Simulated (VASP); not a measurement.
Set up this calculation in VASP 6.6.1, as the native input.

```yaml
Task: single point
Functional: PBE
Potentials_or_basis: VASP PAW PBE potentials, release 64 (Si)
Cutoff: 520 eV
k_mesh: 8 × 8 × 8
Occupations: fermi-dirac, width 0.02 eV
Spin: no spin polarisation
Dipole_correction: no
Further_INCAR_settings: ALGO = Normal; EDIFF = 1e-06; NBANDS = 11
```

The structure of Si lies in POSCAR:

```
Si
1.0
    0.0000000000      2.7221188956      2.6676765177
    2.7221188956      0.0000000000      2.6676765177
    2.7221188956      2.7221188956      0.0000000000
Si
2
Direct
    0.0000000000      0.0000000000      0.0000000000
    0.2500000000      0.2500000000      0.2500000000
```

This cell differs from its parent crystal: uniaxial z strain -2.0%.

These files were run (other wordings do the same):

INCAR

```
ALGO = Normal
EDIFF = 1E-6
ENCUT = 520
GGA = PE
ISIF = 2
ISMEAR = -1
LASPH = T
LCHARG = F
LREAL = F
LWAVE = F
NBANDS = 11
NELM = 100
PREC = Accurate
SIGMA = 0.02
```

KPOINTS

```
k-points
0
Gamma
  8 8 8
```

Potentials or basis: VASP PAW PBE potentials, release 64 (Si).

Command:

```sh
$ cat potpaw_PBE.64/Si/POTCAR > POTCAR
$ mpirun -np 1 vasp_std > vasp.out
```

It gave:

```yaml
Pressure: 3.2 GPa
Band_gap_on_the_k_mesh: 0.38 eV, indirect (least direct gap 2.43 eV)
```

Caveat: the cell differs from its parent crystal (uniaxial z strain -2.0%).

It took 14 s on 1 thread of Intel Xeon 6975P-C, on a shared host, peak memory 0.16 GiB.
